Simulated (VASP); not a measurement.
Crystal: SiC.

```
CELL_PARAMETERS angstrom
3.07756 0.00000 0.00000
-1.53878 2.66524 0.00000
0.00000 0.00000 10.07672
ATOMIC_POSITIONS crystal
Si 0.00000 0.00000 0.99986
Si 0.33333 0.66667 0.24991
Si 0.00000 0.00000 0.49986
Si 0.66667 0.33333 0.74991
C 0.00000 0.00000 0.18728
C 0.33333 0.66667 0.43795
C 0.00000 0.00000 0.68728
C 0.66667 0.33333 0.93795
```

Base run:

| Item | Value |
| --- | --- |
| Program | VASP 6.6.1 |
| Functional | r2SCAN |
| Potentials or basis | VASP PAW PBE potentials, release 64 (Si, C) |
| Cutoff | 520 eV |
| k mesh | 12 × 12 × 4 |
| Occupations | gaussian, width 0.01 eV |
| Spin | no spin polarisation |

Its results: band gap on the k mesh 2.61 eV (least direct gap 3.79 eV); pressure -0.2 GPa.

Task: The run is repeated on the same cell with these changes: functional from r2SCAN to PBE. What comes out?

Result: Band gap on the k mesh 2.23 eV (least direct gap 3.35 eV); pressure 3.5 GPa.

Caveats: the PAW data sets were made with another functional, which shifts forces and pressure a little (at least some runs); the cell stands under pressure (at least some runs).

A k mesh can miss the band edges.
